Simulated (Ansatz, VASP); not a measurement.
# Lu: VASP beside Ansatz

```
Lu
1.0
     0.00000    3.57311    3.57311
     3.57311    0.00000    3.57311
     3.57311    3.57311    0.00000
Lu
2
Direct
  0.87500 0.87500 0.87500
  0.12500 0.12500 0.12500
```

Change from the starting cell: volume scaled by 0.9, PAW files.

Alike in both runs: task single point; functional PBE; k mesh 10 × 10 × 10; occupations fermi-dirac, width 0.08 eV; no spin polarisation.

```csv
,VASP,Ansatz
version,VASP 6.6.1,Ansatz 0.2.0
potentials or method,"VASP PAW PBE potentials, release 64 (Lu)","PAW with Ansatz's default frozen-core files, scalar-relativistic"
plane-wave cutoff (eV),520,420
valence electrons in the cell,50,50
```

Ansatz gave:

| Quantity | Value |
| --- | --- |
| pressure (GPa) | 1.3 |

Q: Which values does VASP return?

A: Pressure (GPa): 1.4.

Neither program's run includes spin-orbit coupling.
